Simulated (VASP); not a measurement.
# Mg15GaO16 (a cell with a defect) in VASP: a series of runs, part 2 of 2

VASP 6.6.1. Earlier steps stand in the parts before.

### 3 Single point, PBEsol, collinear spin

Contents of INCAR:

```
  PREC = Accurate
  ENCUT = 520
  EDIFF = 1E-7
  ISMEAR = 0
  SIGMA = 0.02
  LREAL = Auto
  LASPH = T
  NELM = 150
  ALGO = Normal
  ISIF = 2
  LWAVE = F
  LCHARG = T
  ISPIN = 2
  MAGMOM = 0.143 0 0 0 0 0 0 0 0 0 0 0 0 0 0 0 0.143 0.143 0 0 0 0 0 0 0.143 0 0.143 0.143 0 0 0.143 0
  LORBIT = 11
  GGA = PS
  LELF = T
  LVHAR = T
  NBANDS = 96
```

Contents of KPOINTS:

```
Automatic mesh
0
Gamma
  2 2 2
  0.5 0.5 0.5
```

Contents of POSCAR:

```
Mg15GaO16
1.0
   -4.2140464025      4.2140464025     -4.2140464025
    4.2140464025      4.2140464025      4.2140464025
    4.2140464025     -4.2140464025     -4.2140464025
Ga Mg O
1 15 16
Direct
    0.2500000000      0.7500000000      0.0000000000
   -0.0010638936      0.0010638936      0.0000000000
    0.5010638936      0.7500000000      0.7489361064
    0.7500000000      0.2500000000      0.0000000000
    0.2500000000      0.0010638936      0.7489361064
    0.5010638936      0.4989361064      0.0000000000
   -0.0010638936      0.2478722128      0.7489361064
    0.7500000000      0.7500000000      0.5000000000
    0.5010638936      0.0010638936      0.5021277872
    0.7478722128      0.4989361064      0.7489361064
   -0.0010638936      0.7500000000      0.2510638936
    0.2500000000      0.2500000000      0.5000000000
   -0.0010638936      0.4989361064      0.4978722128
    0.7521277872      0.0010638936      0.2510638936
    0.5010638936      0.2521277872      0.2510638936
    0.2500000000      0.4989361064      0.2510638936
    0.2500000000      0.4922441795      0.7422441795
   -0.0077558205      0.7500000000      0.7422441795
    0.5000000000      0.5000000000      0.5000000000
    0.7500000000      0.0000000000      0.7500000000
    0.2500000000      0.7500000000      0.5000000000
    0.5000000000      0.2500000000      0.7500000000
    0.0000000000      0.0000000000      0.5000000000
    0.7500000000      0.5000000000      0.2500000000
    0.5077558205      0.7500000000      0.2577558205
    0.7500000000      0.2500000000      0.5000000000
   -0.0077558205      0.4922441795      0.0000000000
    0.2500000000      0.0077558205      0.2577558205
    0.0000000000      0.2500000000      0.2500000000
    0.7500000000      0.7500000000      0.0000000000
    0.5077558205      0.0077558205      0.0000000000
    0.2500000000      0.2500000000      0.0000000000
```

Potentials or basis: VASP PAW PBE potentials, release 64 (Ga_d, Mg, O).

Run with:

```bash
cat potpaw_PBE.64/Ga_d/POTCAR potpaw_PBE.64/Mg/POTCAR potpaw_PBE.64/O/POTCAR > POTCAR
mpirun -np 1 vasp_std > vasp.out
```

OUTCAR:

```text
PREC = Accurate
   ENCUT = 520
   EDIFF = 1E-7
   ISMEAR = 0
   LREAL = Auto
   LASPH = T
   NELM = 150
   ISIF = 2
   ISPIN = 2
   LORBIT = 11
   GGA = PS

 ion  position               nearest neighbor table
   1  0.250  0.750  0.000-  17 2.17  18 2.17  25 2.17  27 2.17  28 2.17  31 2.17   2 2.99   3 2.99
                             5 2.99   6 2.99  11 2.99  16 2.99  14 2.99  15 2.99   9 2.99  13 2.99
   2  0.999  0.001  0.000-  20 2.10  29 2.10  30 2.11  32 2.11  28 2.12  18 2.12   4 2.97   7 2.97
                            14 2.97   3 2.97  16 2.97  12 2.98   8 2.98  15 2.99  11 2.99   1 2.99
   3  0.501  0.750  0.749-  19 2.10  20 2.10  21 2.11  30 2.11  17 2.12  31 2.12   8 2.97   9 2.97
                            10 2.97   2 2.97  16 2.97   4 2.98  12 2.98   6 2.99  14 2.99   1 2.99
   4  0.750  0.250  0.000-  27 2.04  31 2.04  24 2.11  20 2.11  29 2.11  22 2.11   9 2.97  13 2.97
                             2 2.97   6 2.97  11 2.98  16 2.98   3 2.98   5 2.98  10 2.98  14 2.98
   5  0.250  0.001  0.749-  22 2.10  23 2.10  21 2.11  32 2.11  31 2.12  18 2.12  12 2.97   9 2.97
                             7 2.97   6 2.97  11 2.97   4 2.98   8 2.98   1 2.99   2 2.99   3 2.99
   6  0.501  0.499  0.000-  22 2.10  24 2.10  30 2.11  32 2.11  17 2.12  25 2.12   4 2.97  10 2.97
                            15 2.97  11 2.97   5 2.97   8 2.98  12 2.98  16 2.99  14 2.99   1 2.99
   7  0.999  0.248  0.749-  20 2.10  23 2.10  32 2.11  26 2.11  27 2.12  17 2.12   8 2.97   5 2.97
                             2 2.97   9 2.97  14 2.97  12 2.98   4 2.98  16 2.99   6 2.99   1 2.99
   8  0.750  0.750  0.500-  18 2.04  25 2.04  20 2.11  23 2.11  24 2.11  19 2.11   7 2.97  15 2.97
                            11 2.97   3 2.97   5 2.98  16 2.98  13 2.98  14 2.98   9 2.98  10 2.98
   9  0.501  0.001  0.502-  20 2.10  22 2.10  21 2.11  26 2.11  25 2.12  28 2.12   4 2.97   3 2.97
[... 17 lines left out ...]
  19  0.500  0.500  0.500-  10 2.10  15 2.10   3 2.10  16 2.10   8 2.11  12 2.11
  20  0.750  0.000  0.750-   7 2.10   9 2.10   2 2.10   3 2.10   8 2.11   4 2.11
  21  0.250  0.750  0.500-   9 2.11  13 2.11   3 2.11  11 2.11   5 2.11  16 2.11
  22  0.500  0.250  0.750-  10 2.10   9 2.10   5 2.10   6 2.10   4 2.11  12 2.11
[... 8 lines left out ...]
  31  0.508  0.008  0.000-   4 2.04   3 2.12   5 2.12  14 2.12  15 2.12   1 2.17
  32  0.250  0.250  0.000-   7 2.11  15 2.11   6 2.11   2 2.11   5 2.11  16 2.11

  LATTYP: Found a body centered cubic cell.
 ALAT       =     8.4280928050

  Lattice vectors:

 A1 = (  -4.2140464025,   4.2140464025,  -4.2140464025)
 A2 = (   4.2140464025,   4.2140464025,   4.2140464025)
 A3 = (   4.2140464025,  -4.2140464025,  -4.2140464025)

Analysis of symmetry for initial positions (statically):
=====================================================================
 Subroutine PRICEL returns:
 Original cell was already a primitive cell.

 Routine SETGRP: Setting up the symmetry group for a
 body centered cubic supercell.

 Subroutine GETGRP returns: Found 48 space group operations
 (whereof  4 operations were pure point group operations)
 out of a pool of 48 trial point group operations.

The static configuration has the point symmetry C_2v.
 The point group associated with its full space group is O_h .

Analysis of symmetry for dynamics (positions and initial velocities):
=====================================================================
 Subroutine PRICEL returns:
 Original cell was already a primitive cell.

 Routine SETGRP: Setting up the symmetry group for a
 body centered cubic supercell.

 Subroutine GETGRP returns: Found 48 space group operations
 (whereof  4 operations were pure point group operations)
 out of a pool of 48 trial point group operations.

The dynamic configuration has the point symmetry C_2v.
 The point group associated with its full space group is O_h .

Analysis of structural, dynamic, and magnetic symmetry:
=====================================================================
 Subroutine PRICEL returns:
 Original cell was already a primitive cell.
[... 170 lines left out ...]
   LORBIT       =     11    0 simple, 1 ext, 2 COOP (PROOUT), +10 PAW based schemes
   GGA     = PS    functional components
   LHFCALC =     F    Hartree Fock is set to
   AEXX    =    0.0000 exact exchange contribution
   IVDW    =     0    specifies the selected vdW correction
   LEPSILON=     F    determine dielectric tensor
   LRPA    =     F    only Hartree local field effects (RPA)
 spin polarized calculation
 Gauss-broadening in eV      SIGMA  =   0.02
  energy-cutoff  :      520.00
  volume of cell :      299.34
 maximum number of plane-waves:      8088
 NGX is ok and might be reduce to    54
   NGX = 27   NGY = 27   NGZ = 27

 number of electron     139.0000037 magnetization       1.0001990

 Free energy of the ion-electron system (eV)
  ---------------------------------------------------
  ext. energy  EPLUGINS =         0.00000000
  ---------------------------------------------------
  free energy    TOTEN  =      -197.19243278 eV

  energy without entropy =     -197.19243278  energy(sigma->0) =     -197.19243278

 E-fermi :   7.5520     XC(G=0): -11.4313

 val. band max:        7.4131103960   @ k =   0.2500   0.2500   0.2500
 cond. band min:       7.6761035364   @ k =  -0.2500   0.2500   0.2500
 fundamental gap:      0.2629931404
 Fermi energy:         7.5520355275

 spin component 1

 k-point     1 :       0.2500    0.2500    0.2500
  band No.  band energies     occupation
      1     -13.6105      1.00000
      2     -13.4669      1.00000
      3     -13.4669      1.00000
      4     -13.4669      1.00000
      5     -12.8997      1.00000
      6     -12.8997      1.00000
[... 157 lines left out ...]
     80      12.6883      0.00000
     81      12.9392      0.00000
 Fermi energy:         7.5520355275

 spin component 2

 k-point     1 :       0.2500    0.2500    0.2500
  band No.  band energies     occupation
      1     -13.5025      1.00000
      2     -13.4168      1.00000
      3     -13.4168      1.00000
      4     -13.4168      1.00000
      5     -12.7777      1.00000
      6     -12.7777      1.00000
[... 157 lines left out ...]
     80      12.7287      0.00000
     81      13.0115      0.00000
 [bands above 81 left out]

------------------------ aborting loop because EDIFF is reached ----------------------------------------

  FORCE on cell =-STRESS in cart. coord.  units (eV):
  Direction    XX          YY          ZZ          XY          YZ          ZX
  --------------------------------------------------------------------------------------
  -------------------------------------------------------------------------------------
  Total        5.2498550      5.2498550      5.2498550      0.0000000      0.0000000      0.0000000
  in kB       28.0995886     28.0995886     28.0995886      0.0000000      0.0000000      0.0000000
  external PRESSURE =      28.0995886 kB  Pullay stress =       0.0000000 kB

 VOLUME and BASIS-vectors are now :
 -----------------------------------------------------------------------------
  energy-cutoff  :      520.00
  volume of cell :      299.34
      direct lattice vectors                 reciprocal lattice vectors
    -4.214046403  4.214046403 -4.214046403     0.000000000  0.118650805 -0.118650805
     4.214046403  4.214046403  4.214046403     0.118650805  0.118650805  0.000000000
     4.214046403 -4.214046403 -4.214046403     0.118650805  0.000000000 -0.118650805

 POSITION                                       TOTAL-FORCE (eV/Angst)
 -----------------------------------------------------------------------------------
      2.10702      4.21405      2.10702        -0.000000     -0.000000     -0.000000
     -4.20508      4.21405     -4.20508         0.000874     -0.000000      0.000874
      4.20508      2.11599     -2.10702        -0.000874      0.000874     -0.000000
     -2.10702      4.21405     -2.10702        -0.000000     -0.000000     -0.000000
      2.10702     -2.09806     -4.20508        -0.000000      0.000874      0.000874
     -0.00897      4.21405     -0.00897        -0.000874     -0.000000     -0.000874
[... 24 lines left out ...]
     -2.10702      2.17239     -2.10702        -0.000000      0.024810     -0.000000
      0.00000      2.10702      0.00000        -0.000000     -0.000000     -0.000000
 -----------------------------------------------------------------------------------
    total drift:                               -0.000000      0.000000      0.000000

  FREE ENERGIE OF THE ION-ELECTRON SYSTEM (eV)
  ---------------------------------------------------
  free  energy   TOTEN  =      -197.1924327762 eV

  energy  without entropy=     -197.1924327762  energy(sigma->0) =     -197.19243278

 total charge

# of ion       s       p       d       tot
------------------------------------------
    1        0.959   0.537  10.105  11.601
    2        0.150   0.180   0.079   0.409
    3        0.150   0.180   0.079   0.409
    4        0.157   0.190   0.085   0.432
    5        0.150   0.180   0.079   0.409
    6        0.150   0.180   0.079   0.409
[... 24 lines left out ...]
   31        1.551   3.513   0.000   5.064
   32        1.538   3.540   0.000   5.078
--------------------------------------------------
tot         27.920  59.773  11.310  99.003

 magnetization (x)

# of ion       s       p       d       tot
------------------------------------------
    1        0.357   0.012   0.001   0.370
    2        0.000  -0.000  -0.000   0.000
    3        0.000  -0.000  -0.000   0.000
    4        0.006   0.005   0.001   0.012
    5        0.000  -0.000  -0.000   0.000
    6        0.000  -0.000  -0.000   0.000
[... 24 lines left out ...]
   31        0.013   0.054   0.000   0.066
   32        0.001   0.002   0.000   0.002
--------------------------------------------------
tot          0.467   0.383   0.004   0.854
```

Wall time 5.6 min (1 thread of Intel Xeon Platinum 8259CL at 2.50GHz (Skylake/Cascade Lake), shared host); peak memory 0.54 GiB.

What came out:

```
Free energy                                           : -197.1924 eV
Pressure                                              : 2.8 GPa
Largest force                                         : 0.025 eV/Å
Band gap on the k mesh                                : 0.26 eV
Net moment                                            : 1.00 μB per cell
Site moments                                          : Ga +0.37; Mg +0.00, +0.01; O +0.07, +0.01, +0.00 μB
Valence electrons inside the program's atomic spheres : Ga 11.60; Mg 0.41, 0.43; O 5.06, 5.08
```

Forces on the atoms (eV/Å):
```
Ga   0.000  0.000  0.000
Mg   0.001  0.000  0.001
Mg  -0.001  0.001  0.000
Mg   0.000  0.000  0.000
Mg   0.000  0.001  0.001
Mg  -0.001  0.000 -0.001
Mg  -0.001 -0.001  0.000
Mg   0.000  0.000  0.000
Mg   0.001  0.000 -0.001
Mg   0.000 -0.001  0.001
Mg   0.001 -0.001  0.000
Mg   0.000  0.000  0.000
Mg  -0.001  0.000  0.001
Mg   0.000  0.001 -0.001
Mg   0.001  0.001  0.000
Mg   0.000 -0.001 -0.001
O   -0.025  0.000  0.000
O    0.000  0.000  0.025
O    0.000  0.000  0.000
O    0.000  0.000  0.000
O    0.000  0.000  0.000
O    0.000  0.000  0.000
O    0.000  0.000  0.000
O    0.000  0.000  0.000
O    0.000  0.000 -0.025
O    0.000  0.000  0.000
O    0.000 -0.025  0.000
O    0.025  0.000  0.000
O    0.000  0.000  0.000
O    0.000  0.000  0.000
O    0.000  0.025  0.000
O    0.000  0.000  0.000
```

Caveat: the PAW data sets were made with another functional, which shifts forces and pressure a little.
